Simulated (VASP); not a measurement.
Runs of VASP 6.6.1 on H12CO5. The cells are those of the table. 

```csv
task,cell,gap on the mesh (eV),pressure (GPa),largest force (eV/Å)
single point,"a = 5.177, b = 4.985, c = 5.215 Å, 18 atoms",(c),8.9,(b)
single point,"a = 5.703, b = 5.740, c = 5.743 Å, 18 atoms",3.24,-0.1,6.24
single point,"a = 5.458, b = 5.523, c = 5.534 Å, 18 atoms",3.93,(a),5.53
single point,"a = 5.625, b = 5.684, c = 5.692 Å, 18 atoms",4.14,-0.4,3.92
single point,"a = 5.526, b = 5.701, c = 5.678 Å, 18 atoms",3.46,1.4,6.10
relaxation of the atoms,"atoms relaxed from a = 5.718 Å, 18 atoms",4.65,0.0,0.29
single point,"a = 5.202, b = 4.519, c = 4.822 Å, 18 atoms",4.31,9.7,6.76
```

Alike in all rows: level PBE+D3(BJ); potentials or basis VASP PAW PBE potentials, release 64 (O, H, C); no spin polarisation; k mesh 1 × 1 × 1; cutoff (eV) 520; smearing fermi-dirac 0.02 eV.

Problem. Estimate the missing entries.

Solution. (a) 3.6; (b) 8.80; (c) 4.23.

Caveats: all runs use coarse meshes; the relaxation stopped at a loose force limit of 0.3 eV/Å, so its end isn't a converged minimum (some runs).

A k mesh can miss the band edges.
